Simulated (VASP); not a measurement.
# RbBr in VASP: a series of runs

The runs below take RbBr through single point, with PBEsol.

Program: VASP 6.6.1. These are calculated values, not measurements. Logs are shortened: lines on timing, memory, paths and dates and some standing lists are left out, and cuts for length are marked.

### Step 1. The cell of the first run

Symmetry: R3m, No. 160, trigonal system. The conventional cell has a = 4.844 Å, b = 4.844 Å, c = 11.864 Å, α = 90.00°, β = 90.00°, γ = 120.00°. Within 4.5 Å of Rb (site symmetry 3m) lie 6 Br at 3.41 to 3.43 Å. Within 4.5 Å of Br (site symmetry 3m) lie 6 Rb at 3.41 to 3.43 Å.

### Step 2. Single point, PBEsol, non-collinear spin, zero start, spin-orbit coupling (atom 1 moved by [-0.01, -0.01, -0.01] A)

The input, INCAR:

```
PREC = Accurate ; ENCUT = 520
EDIFF = 1E-7 ; ISMEAR = 0
SIGMA = 0.01 ; LREAL = False
LASPH = True ; NELM = 150
ALGO = Normal ; ISIF = 2
LWAVE = False ; LCHARG = False
MAGMOM = 0 0 0 0 0 0 ; LORBIT = 11
LSORBIT = True ; GGA_COMPAT = False
LORBMOM = True ; GGA = PS
NBANDS = 28
```

The input, KPOINTS:

```
regular mesh
0
Gamma
  6 6 6
```

The input, POSCAR:

```
RbBr
1.0
    0.0000000000      3.4249234702      3.4249234702
    3.4249234702      0.0000000000      3.4249234702
    3.4249234702      3.4249234702      0.0000000000
Rb Br
1 1
Direct
   -0.0014598866     -0.0014598866     -0.0014598866
    0.5000000000      0.5000000000      0.5000000000
```

Potentials or basis: VASP PAW PBE potentials, release 64 (Rb_sv, Br).

On the command line:

```sh
> cat potpaw_PBE.64/Rb_sv/POTCAR potpaw_PBE.64/Br/POTCAR > POTCAR
> mpirun -np 1 vasp_ncl > vasp.out
```

OUTCAR:

```text
PREC = Accurate
   ENCUT = 520
   EDIFF = 1E-7
   ISMEAR = 0
   LREAL = False
   LASPH = True
   NELM = 150
   ISIF = 2
   LORBIT = 11
   LSORBIT = True
   GGA = PS

 ion  position               nearest neighbor table
   1  0.999  0.999  0.999-   2 3.41   2 3.41   2 3.41   2 3.43   2 3.43   2 3.43
   2  0.500  0.500  0.500-   1 3.41   1 3.41   1 3.41   1 3.43   1 3.43   1 3.43

  LATTYP: Found a face centered cubic cell.
 ALAT       =     6.8498469404

  Lattice vectors:

 A1 = (   0.0000000000,   3.4249234702,   3.4249234702)
 A2 = (   3.4249234702,   0.0000000000,   3.4249234702)
 A3 = (   3.4249234702,   3.4249234702,   0.0000000000)

Analysis of symmetry for initial positions (statically):
=====================================================================
 Subroutine PRICEL returns:
 Original cell was already a primitive cell.

 Routine SETGRP: Setting up the symmetry group for a
 face centered cubic supercell.

 Subroutine GETGRP returns: Found  6 space group operations
 (whereof  6 operations were pure point group operations)
 out of a pool of 48 trial point group operations.

The static configuration has the point symmetry C_3v.

Analysis of symmetry for dynamics (positions and initial velocities):
=====================================================================
 Subroutine PRICEL returns:
 Original cell was already a primitive cell.

 Routine SETGRP: Setting up the symmetry group for a
 face centered cubic supercell.

 Subroutine GETGRP returns: Found  6 space group operations
 (whereof  6 operations were pure point group operations)
 out of a pool of 48 trial point group operations.

The dynamic configuration has the point symmetry C_3v.

Analysis of structural, dynamic, and magnetic symmetry:
=====================================================================
 Subroutine PRICEL returns:
 Original cell was already a primitive cell.

 Routine SETGRP: Setting up the symmetry group for a
 face centered cubic supercell.

 Subroutine GETGRP returns: Found  6 space group operations
 (whereof  6 operations were pure point group operations)
 out of a pool of 48 trial point group operations.

The overall configuration has the point symmetry C_3v.

 Subroutine INISYM returns: Found  6 space group operations
 (whereof  6 operations are pure point group operations),
 and found     1 'primitive' translations

----------------------------------------------------------------------------------------

                                     Primitive cell

  volume of cell :      80.3494

  direct lattice vectors                    reciprocal lattice vectors
     0.000000000  3.424923470  3.424923470    -0.145988663  0.145988663  0.145988663
     3.424923470  0.000000000  3.424923470     0.145988663 -0.145988663  0.145988663
     3.424923470  3.424923470  0.000000000     0.145988663  0.145988663 -0.145988663

  length of vectors
     4.843573222  4.843573222  4.843573222     0.252859783  0.252859783  0.252859783

  position of ions in fractional coordinates (direct lattice)
     0.998540113  0.998540113  0.998540113
     0.500000000  0.500000000  0.500000000

  ion indices of the primitive-cell ions
   primitive index   ion index
                 1           1
                 2           2

----------------------------------------------------------------------------------------

 KPOINTS: regular mesh

Automatic generation of k-mesh.
 Grid dimensions read from file:
 generate k-points for:    6    6    6

 Generating k-lattice:

  Cartesian coordinates                     Fractional coordinates (reciprocal lattice)
    -0.024331444  0.024331444  0.024331444     0.166666667  0.000000000  0.000000000
     0.024331444 -0.024331444  0.024331444     0.000000000  0.166666667  0.000000000
     0.024331444  0.024331444 -0.024331444     0.000000000  0.000000000  0.166666667

  Length of vectors
     0.042143297  0.042143297  0.042143297

  Shift w.r.t. Gamma in fractional coordinates (k-lattice)
     0.000000000  0.000000000  0.000000000
[... 89 lines left out ...]

 number of electron      16.0000000 magnetization      -0.0000000     -0.0000000     -0.0000000

 number of electron      16.0000000 magnetization      -0.0000000      0.0000000      0.0000000

 number of electron      16.0000000 magnetization      -0.0000000     -0.0000000      0.0000000

 Free energy of the ion-electron system (eV)
  ---------------------------------------------------
  ext. energy  EPLUGINS =         0.00000000
  ---------------------------------------------------
  free energy    TOTEN  =        -6.40776825 eV

  energy without entropy =       -6.40776825  energy(sigma->0) =       -6.40776825

 E-fermi :  -1.5804     XC(G=0):  -7.4142

 val. band max:       -1.6784540683   @ k =   0.0000   0.0000   0.0000
 cond. band min:       2.3755574582   @ k =   0.0000   0.0000   0.0000
 fundamental gap:      4.0540115265
 Fermi energy:        -1.5804439396

 k-point     1 :       0.0000    0.0000    0.0000
  band No.  band energies     occupation
      1     -26.1923      1.00000
      2     -26.1923      1.00000
      3     -14.0335      1.00000
      4     -14.0335      1.00000
      5     -10.8542      1.00000
      6     -10.8542      1.00000
[... 733 lines left out ...]
     27       8.2056      0.00000
     28       8.2062      0.00000

 [... further k-points ...]
[... 5 lines left out ...]
  --------------------------------------------------------------------------------------
  -------------------------------------------------------------------------------------
  Total        0.0028134      0.0028134      0.0028134     -0.0002017     -0.0002017     -0.0002017
  in kB        0.0561005      0.0561005      0.0561005     -0.0040227     -0.0040227     -0.0040227
  external PRESSURE =       0.0561005 kB  Pullay stress =       0.0000000 kB

 VOLUME and BASIS-vectors are now :
 -----------------------------------------------------------------------------
  energy-cutoff  :      520.00
  volume of cell :       80.35
      direct lattice vectors                 reciprocal lattice vectors
     0.000000000  3.424923470  3.424923470    -0.145988663  0.145988663  0.145988663
     3.424923470  0.000000000  3.424923470     0.145988663 -0.145988663  0.145988663
     3.424923470  3.424923470  0.000000000     0.145988663  0.145988663 -0.145988663

 POSITION                                       TOTAL-FORCE (eV/Angst)
 -----------------------------------------------------------------------------------
      6.83985      6.83985      6.83985         0.011075      0.011075      0.011075
      3.42492      3.42492      3.42492        -0.011075     -0.011075     -0.011075
 -----------------------------------------------------------------------------------
    total drift:                               -0.000012     -0.000012     -0.000012

  FREE ENERGIE OF THE ION-ELECTRON SYSTEM (eV)
  ---------------------------------------------------
  free  energy   TOTEN  =        -6.4077682545 eV

  energy  without entropy=       -6.4077682545  energy(sigma->0) =       -6.40776825

 orbital moment (x)

 # of ion     p       d       tot
 ----------------------------------------
  1        -0.000   0.000  -0.000
  2        -0.000  -0.000  -0.000
 ----------------------------------------
           -0.000   0.000  -0.000

 orbital moment (y)

 # of ion     p       d       tot
 ----------------------------------------
  1        -0.000  -0.000  -0.000
  2         0.000   0.000   0.000
 ----------------------------------------
           -0.000  -0.000  -0.000

 orbital moment (z)

 # of ion     p       d       tot
 ----------------------------------------
  1         0.000   0.000   0.000
  2         0.000   0.000   0.000
 ----------------------------------------
            0.000   0.000   0.000

 Spin-Orbit-Coupling matrix elements

 Ion:    1  E_soc:     -0.0532352
 l=   1
     0.0000000    -0.0088632    -0.0088632
    -0.0088632     0.0000000    -0.0088632
    -0.0088632    -0.0088632     0.0000000
 l=   2
     0.0000000     0.0000009     0.0000000     0.0000009    -0.0000102
     0.0000009     0.0000000    -0.0000076     0.0000009    -0.0000025
     0.0000000    -0.0000076     0.0000000    -0.0000076     0.0000000
     0.0000009     0.0000009    -0.0000076     0.0000000    -0.0000025
    -0.0000102    -0.0000025     0.0000000    -0.0000025     0.0000000
 l=   3
     0.0000000     0.0000000     0.0000000     0.0000000     0.0000000     0.0000000     0.0000000
     0.0000000     0.0000000     0.0000000     0.0000000     0.0000000     0.0000000     0.0000000
     0.0000000     0.0000000     0.0000000     0.0000000     0.0000000     0.0000000     0.0000000
     0.0000000     0.0000000     0.0000000     0.0000000     0.0000000     0.0000000     0.0000000
     0.0000000     0.0000000     0.0000000     0.0000000     0.0000000     0.0000000     0.0000000
     0.0000000     0.0000000     0.0000000     0.0000000     0.0000000     0.0000000     0.0000000
     0.0000000     0.0000000     0.0000000     0.0000000     0.0000000     0.0000000     0.0000000

 Ion:    2  E_soc:     -0.0520159
 l=   1
     0.0000000    -0.0086689    -0.0086689
    -0.0086689     0.0000000    -0.0086689
    -0.0086689    -0.0086689     0.0000000
 l=   2
     0.0000000    -0.0000000     0.0000000    -0.0000000    -0.0000004
    -0.0000000     0.0000000    -0.0000003    -0.0000000    -0.0000001
     0.0000000    -0.0000003     0.0000000    -0.0000003     0.0000000
    -0.0000000    -0.0000000    -0.0000003     0.0000000    -0.0000001
    -0.0000004    -0.0000001     0.0000000    -0.0000001     0.0000000
 l=   3
     0.0000000     0.0000000     0.0000000     0.0000000     0.0000000     0.0000000     0.0000000
     0.0000000     0.0000000     0.0000000     0.0000000     0.0000000     0.0000000     0.0000000
     0.0000000     0.0000000     0.0000000     0.0000000     0.0000000     0.0000000     0.0000000
     0.0000000     0.0000000     0.0000000     0.0000000     0.0000000     0.0000000     0.0000000
     0.0000000     0.0000000     0.0000000     0.0000000     0.0000000     0.0000000     0.0000000
     0.0000000     0.0000000     0.0000000     0.0000000     0.0000000     0.0000000     0.0000000
     0.0000000     0.0000000     0.0000000     0.0000000     0.0000000     0.0000000     0.0000000

 total charge

# of ion       s       p       d       tot
------------------------------------------
    1        1.938   5.350   0.024   7.312
    2        1.592   3.278   0.001   4.872
--------------------------------------------------
tot          3.530   8.629   0.025  12.184

 magnetization (x)

# of ion       s       p       d       tot
------------------------------------------
    1        0.000   0.000  -0.000  -0.000
    2        0.000   0.000   0.000   0.000
--------------------------------------------------
tot          0.000   0.000  -0.000  -0.000

 magnetization (y)

# of ion       s       p       d       tot
------------------------------------------
    1       -0.000   0.000   0.000  -0.000
    2        0.000   0.000   0.000   0.000
--------------------------------------------------
tot          0.000   0.000   0.000   0.000

 magnetization (z)

# of ion       s       p       d       tot
------------------------------------------
    1       -0.000   0.000  -0.000  -0.000
    2        0.000   0.000   0.000   0.000
--------------------------------------------------
tot         -0.000   0.000  -0.000   0.000
```

Run time: 3.4 min. Hardware: 1 thread of Intel Xeon Platinum 8375C at 2.90GHz (Ice Lake), shared host; peak memory 0.48 GiB.

Results:

```yaml
Free_energy: -6.4078 eV
Pressure: 0.0 GPa
Largest_force: 0.019 eV/Å
Net_moment: 0.00 μB per cell
Valence_electrons_inside_the_program's_atomic_spheres: Rb 7.31; Br 4.87
```

Forces in eV/Å, atoms in the order of the input:
```
Rb   0.011  0.011  0.011
Br  -0.011 -0.011 -0.011
```

Moments on the atoms (μB; x, y, z):
```
Rb  0.00 0.00 0.00
Br  0.00 0.00 0.00
```

Caveat: the cell differs from its parent crystal (atom 1 moved by [-0.01, -0.01, -0.01] A); the PAW data sets were made with another functional, which shifts forces and pressure a little.

(Part 1 of 2 ends here.)
